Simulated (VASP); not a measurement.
# CaSnCl6 (P1) in VASP: single point with PBEsol

Aim: the single point of CaSnCl6 with PBEsol.

Program: VASP 6.6.1. These are calculated values, not measurements. Logs are shortened: lines on timing, memory, paths and dates and some standing lists are left out, and cuts for length are marked.

## Step 1: The cell of the first run

The typed cell holds 8 atoms: a = 5.514 Å, b = 5.361 Å, c = 9.674 Å, α = 90.03°, β = 90.01°, γ = 86.75°.

## Step 2: Single point, PBEsol

Input file INCAR:

```
SYSTEM = CaSnCl6
PREC = Accurate ; ENCUT = 520
EDIFF = 1E-7 ; ISMEAR = -1
SIGMA = 0.05 ; LREAL = .False.
LASPH = .True. ; NELM = 100
ALGO = Normal ; ISIF = 2
LWAVE = .False. ; LCHARG = .False.
GGA = PS ; NBANDS = 43
```

Input file KPOINTS:

```
Automatic mesh
0
Gamma
  4 4 2
  0 0 0
```

Input file POSCAR:

```
CaSnCl6
1.0
    4.0058969302     -3.7887823215      0.0005960137
    3.8991881502      3.6798182148     -0.0006242256
   -0.0041544059     -0.0006893462      9.6736283727
Ca Sn Cl
1 1 6
Direct
    1.1134663805      0.9584622310      0.7365757708
    0.0252391422      0.0822340230      0.2367348886
    0.4272664262     -0.0557472140      0.2367009907
   -0.0264618482      0.5142447227      0.2366559574
    0.6116989077      0.9482704259      0.7366438383
    1.1204295119      0.4578172416      0.7372744693
   -0.1331214291     -0.0035259303      0.4547286611
   -0.1332635227     -0.0035899106      1.0186818243
```

Potentials or basis: VASP PAW PBE potentials, release 64 (Ca_sv, Sn_d, Cl).

Started as:

```bash
$ cat potpaw_PBE.64/Ca_sv/POTCAR potpaw_PBE.64/Sn_d/POTCAR potpaw_PBE.64/Cl/POTCAR > POTCAR
$ mpirun -np 1 vasp_std > vasp.out
```

OUTCAR:

```text
SYSTEM = CaSnCl6
   PREC = Accurate
   ENCUT = 520
   EDIFF = 1E-7
   ISMEAR = -1
   LREAL = .False.
   LASPH = .True.
   NELM = 100
   ISIF = 2
   GGA = PS

 ion  position               nearest neighbor table
   1  0.113  0.958  0.737-   6 2.68   6 2.68   5 2.74   5 2.77
   2  0.025  0.082  0.237-   3 2.30   4 2.32   7 2.34   8 2.34   4 3.07
   3  0.427  0.944  0.237-   2 2.30
   4  0.974  0.514  0.237-   2 2.32   2 3.07
   5  0.612  0.948  0.737-   1 2.74   1 2.77
   6  0.120  0.458  0.737-   1 2.68   1 2.68
   7  0.867  0.996  0.455-   2 2.34
   8  0.867  0.996  0.019-   2 2.34

  LATTYP: Found a triclinic cell.
 ALAT       =     5.3614112614
 B/A-ratio  =     1.0284248006
 C/A-ratio  =     1.8043065189
 COS(alpha) =     0.0001549485
 COS(beta)  =     0.0004776697
 COS(gamma) =     0.0567528234

  Lattice vectors:

 A1 = (   3.8991881502,   3.6798182148,  -0.0006242256)
 A2 = (   4.0058969302,  -3.7887823215,   0.0005960137)
 A3 = (   0.0041544059,   0.0006893462,  -9.6736283727)

Analysis of symmetry for initial positions (statically):
=====================================================================
 Subroutine PRICEL returns:
 Original cell was already a primitive cell.

 Routine SETGRP: Setting up the symmetry group for a
 triclinic supercell.

 Subroutine GETGRP returns: Found  1 space group operations
 (whereof  1 operations were pure point group operations)
 out of a pool of  2 trial point group operations.

The static configuration has the point symmetry C_1 .

Analysis of symmetry for dynamics (positions and initial velocities):
=====================================================================
 Subroutine PRICEL returns:
 Original cell was already a primitive cell.

 Routine SETGRP: Setting up the symmetry group for a
 triclinic supercell.

 Subroutine GETGRP returns: Found  1 space group operations
 (whereof  1 operations were pure point group operations)
 out of a pool of  2 trial point group operations.

The dynamic configuration has the point symmetry C_1 .

 Subroutine INISYM returns: Found  1 space group operations
 (whereof  1 operations are pure point group operations),
 and found     1 'primitive' translations

----------------------------------------------------------------------------------------

                                     Primitive cell

  volume of cell :     285.5089

  direct lattice vectors                    reciprocal lattice vectors
     4.005896930 -3.788782321  0.000596014     0.124679807 -0.132112504  0.000044130
     3.899188150  3.679818215 -0.000624226     0.128371735  0.135728034  0.000064802
    -0.004154406 -0.000689346  9.673628373     0.000000602  0.000016898  0.103373830

  length of vectors
     5.513808307  5.361411261  9.673629289     0.181655635  0.186819179  0.103373831

  position of ions in fractional coordinates (direct lattice)
     0.113466381  0.958462231  0.736575771
     0.025239142  0.082234023  0.236734889
     0.427266426  0.944252786  0.236700991
     0.973538152  0.514244723  0.236655957
     0.611698908  0.948270426  0.736643838
     0.120429512  0.457817242  0.737274469
     0.866878571  0.996474070  0.454728661
     0.866736477  0.996410089  0.018681824

  ion indices of the primitive-cell ions
   primitive index   ion index
                 1           1
                 2           2
                 3           3
                 4           4
                 5           5
                 6           6
                 7           7
                 8           8

----------------------------------------------------------------------------------------

 KPOINTS: Automatic mesh

Automatic generation of k-mesh.
 Grid dimensions read from file:
 generate k-points for:    4    4    2

 Generating k-lattice:

  Cartesian coordinates                     Fractional coordinates (reciprocal lattice)
     0.031169952 -0.033028126  0.000011033     0.250000000 -0.000000000  0.000000000
     0.032092934  0.033932009  0.000016201    -0.000000000  0.250000000  0.000000000
     0.000000301  0.000008449  0.051686915     0.000000000 -0.000000000  0.500000000

  Length of vectors
     0.045413909  0.046704795  0.051686916

  Shift w.r.t. Gamma in fractional coordinates (k-lattice)
     0.000000000  0.000000000  0.000000000

 Subroutine IBZKPT returns following result:
 ===========================================

 Found     20 irreducible k-points:

 Following reciprocal coordinates:
            Coordinates               Weight
  0.000000  0.000000  0.000000      1.000000
  0.250000 -0.000000  0.000000      2.000000
  0.500000 -0.000000  0.000000      1.000000
 -0.000000  0.250000  0.000000      2.000000
  0.250000  0.250000  0.000000      2.000000
  0.500000  0.250000  0.000000      2.000000
[... 12 lines left out ...]
  0.250000  0.500000  0.500000      2.000000
  0.500000  0.500000  0.500000      1.000000
   k-points           NKPTS =     20   k-points in BZ     NKDIM =     20   number of bands    NBANDS=     43
   number of dos      NEDOS =    301   number of ions     NIONS =      8
   total plane-waves  NPLWV = 120960
   dimension x,y,z NGX =    42 NGY =   40 NGZ =   72
   dimension x,y,z NGXF=    84 NGYF=   80 NGZF=  144
   ions per type =               1   1   6
   NGX,Y,Z   is equivalent  to a cutoff of  12.66, 12.40, 12.37 a.u.
   NGXF,Y,Z  is equivalent  to a cutoff of  25.33, 24.81, 24.75 a.u.
 SYSTEM =  CaSnCl6
   PREC   = accura    normal or accurate (medium, high low for compatibility)
   ISTART =      0    job   : 0-new  1-cont  2-samecut
   ICHARG =      2    charge: 1-file 2-atom 10-const
   ISPIN  =      1    spin polarized calculation?
   LNONCOLLINEAR =      F non collinear calculations
   LSORBIT =      F    spin-orbit coupling
   LASPH  =      T    aspherical Exc in radial PAW
   ENCUT  =  520.0 eV  38.22 Ry    6.18 a.u.  10.25  9.97 17.99*2*pi/ulx,y,z
   NELM   =    100;   NELMIN=  2; NELMDL= -5     # of ELM steps
   EDIFF  = 0.1E-06   stopping-criterion for ELM
   LREAL  =      F    real-space projection
   EDIFFG = 0.1E-05   stopping-criterion for IOM
   NSW    =      0    number of steps for IOM
   IBRION =     -1    ionic relax: 0-MD 1-quasi-New 2-CG
   NFREE  =      0    steps in history (QN), initial steepest desc. (CG)
   ISIF   =      2    stress and relaxation
   ISYM   =      2    0-nonsym 1-usesym 2-fastsym
   POTIM  = 0.5000    time-step for ionic-motion
   TEBEG  =    0.0;   TEEND  =   0.0 temperature during run
   PSTRESS=    0.0 pullay stress
   NELECT =      66.0000    total number of electrons
   NUPDOWN=      -1.0000    fix difference up-down
   EMIN   =  10.00;   EMAX   =-10.00  energy-range for DOS
   EFERMI =   0.00;   METHOD = LEGACY
   ISMEAR =    -1;   SIGMA  =   0.05  broadening in eV -4-tet -1-fermi 0-gaus
   EFERMI_NEDOS =   21; number of points for ismear=-14 and -15
   IALGO  =     38    algorithm
   IMIX   =      4    mixing-type and parameters
     AMIX     =   0.40;   BMIX     =  1.00
     AMIX_MAG =   1.60;   BMIX_MAG =  1.00
  volume/ion in A,a.u.               =      35.69       240.84
  Fermi-wavevector in a.u.,A,eV,Ry     =   1.004731  1.898665 13.734856  1.009483
  Thomas-Fermi vector in A             =   2.137365
   LORBIT       =      0    0 simple, 1 ext, 2 COOP (PROOUT), +10 PAW based schemes
   GGA     = PS    functional components
   LHFCALC =     F    Hartree Fock is set to
   AEXX    =    0.0000 exact exchange contribution
   IVDW    =     0    specifies the selected vdW correction
   LEPSILON=     F    determine dielectric tensor
   LRPA    =     F    only Hartree local field effects (RPA)
 non-spin polarized calculation
  energy-cutoff  :      520.00
  volume of cell :      285.51
 maximum number of plane-waves:      7732
 NGX is ok and might be reduce to    42
   NGX = 21   NGY = 19   NGZ = 35

 number of electron      65.9999998 magnetization

 Free energy of the ion-electron system (eV)
  ---------------------------------------------------
  ext. energy  EPLUGINS =         0.00000000
  ---------------------------------------------------
  free energy    TOTEN  =       -28.65230963 eV

  energy without entropy =      -28.65227358  energy(sigma->0) =      -28.65229160

 E-fermi :  -0.1034     XC(G=0):  -6.9914

 val. band max:       -0.5093599210   @ k =   0.5000   0.5000   0.5000
 cond. band min:       0.2658479909   @ k =   0.0000   0.0000   0.0000
 fundamental gap:      0.7752079119
 Fermi energy:        -0.1033994232

 k-point     1 :       0.0000    0.0000    0.0000
  band No.  band energies     occupation
      1     -39.8264      2.00000
      2     -22.7316      2.00000
      3     -22.6916      2.00000
      4     -22.6353      2.00000
      5     -22.5794      2.00000
      6     -22.4999      2.00000
[... 35 lines left out ...]
     42       5.5257      0.00000
     43       5.8053      0.00000

 k-point     2 :       0.2500   -0.0000    0.0000
  band No.  band energies     occupation
      1     -39.8264      2.00000
      2     -22.7304      2.00000
      3     -22.6912      2.00000
      4     -22.6354      2.00000
      5     -22.5795      2.00000
      6     -22.5000      2.00000
[... 35 lines left out ...]
     42       5.7593      0.00000
     43       6.1227      0.00000

 k-point     3 :       0.5000   -0.0000    0.0000
  band No.  band energies     occupation
      1     -39.8263      2.00000
      2     -22.7291      2.00000
      3     -22.6907      2.00000
      4     -22.6356      2.00000
      5     -22.5796      2.00000
      6     -22.5000      2.00000
[... 35 lines left out ...]
     42       5.7855      0.00000
     43       6.4149      0.00000

 k-point     4 :      -0.0000    0.2500    0.0000
  band No.  band energies     occupation
      1     -39.8263      2.00000
      2     -22.7265      2.00000
      3     -22.6911      2.00000
      4     -22.6354      2.00000
      5     -22.5797      2.00000
      6     -22.5001      2.00000
[... 679 lines left out ...]
     42       5.5243      0.00000
     43       6.3678      0.00000

 k-point    19 :       0.2500    0.5000    0.5000
  band No.  band energies     occupation
      1     -39.8262      2.00000
      2     -22.7199      2.00000
      3     -22.6901      2.00000
      4     -22.6356      2.00000
      5     -22.5801      2.00000
      6     -22.5003      2.00000
[... 35 lines left out ...]
     42       6.2755      0.00000
     43       6.4885      0.00000

 k-point    20 :       0.5000    0.5000    0.5000
  band No.  band energies     occupation
      1     -39.8261      2.00000
      2     -22.7184      2.00000
      3     -22.6899      2.00000
      4     -22.6357      2.00000
      5     -22.5802      2.00000
      6     -22.5003      2.00000
[... 35 lines left out ...]
     42       6.1886      0.00000
     43       6.8395      0.00000

------------------------ aborting loop because EDIFF is reached ----------------------------------------

  FORCE on cell =-STRESS in cart. coord.  units (eV):
  Direction    XX          YY          ZZ          XY          YZ          ZX
  --------------------------------------------------------------------------------------
  -------------------------------------------------------------------------------------
  Total       -0.0322533     -0.0768428     -0.1306116      0.0183350      0.0058544     -0.0019982
  in kB       -0.1809944     -0.4312152     -0.7329472      0.1028897      0.0328531     -0.0112132
  external PRESSURE =      -0.4483856 kB  Pullay stress =       0.0000000 kB

 VOLUME and BASIS-vectors are now :
 -----------------------------------------------------------------------------
  energy-cutoff  :      520.00
  volume of cell :      285.51
      direct lattice vectors                 reciprocal lattice vectors
     4.005896930 -3.788782321  0.000596014     0.124679807 -0.132112504  0.000044130
     3.899188150  3.679818215 -0.000624226     0.128371735  0.135728034  0.000064802
    -0.004154406 -0.000689346  9.673628373     0.000000602  0.000016898  0.103373830

 POSITION                                       TOTAL-FORCE (eV/Angst)
 -----------------------------------------------------------------------------------
      4.18870      3.09656      7.12483         0.001737     -0.003560      0.004275
      0.42077      0.20682      2.29005         0.015740     -0.001967     -0.008540
      5.39242      1.85570      2.28942        -0.012049      0.023009      0.000571
      5.90405     -1.79636      2.28958        -0.017464     -0.018659      0.001065
      6.14483      1.17136      7.12579        -0.001856      0.000863     -0.001418
      2.26448      1.22789      7.13191         0.000678      0.000039     -0.001829
      7.35618      0.38212      4.39877         0.006256      0.001487     -0.023849
      7.35717      0.38272      0.18062         0.006960     -0.001211      0.029726
 -----------------------------------------------------------------------------------
    total drift:                               -0.000381      0.000306     -0.000670

  FREE ENERGIE OF THE ION-ELECTRON SYSTEM (eV)
  ---------------------------------------------------
  free  energy   TOTEN  =       -28.6523096299 eV

  energy  without entropy=      -28.6522735784  energy(sigma->0) =      -28.65229160
```

Run time: 9.2 min. Hardware: 1 thread of AMD EPYC 7R13, shared host; peak memory 0.44 GiB.

Results:

| Quantity | Value |
| --- | --- |
| Free energy | -28.6523 eV |
| Pressure | 0.0 GPa |
| Largest force | 0.031 eV/Å |
| Band gap on the k mesh | 0.78 eV (least direct gap 1.06 eV) |

Forces on the atoms (eV/Å):
```
Ca   0.002 -0.004  0.004
Sn   0.016 -0.002 -0.009
Cl  -0.012  0.023  0.001
Cl  -0.017 -0.019  0.001
Cl  -0.002  0.001 -0.001
Cl   0.001  0.000 -0.002
Cl   0.006  0.001 -0.024
Cl   0.007 -0.001  0.030
```

Caveat: semilocal functionals underestimate gaps, and a narrow one can read as zero; the PAW data sets were made with another functional, which shifts forces and pressure a little; spin-orbit coupling is left out, which moves the levels of the heavy elements. A k mesh can miss the band edges.
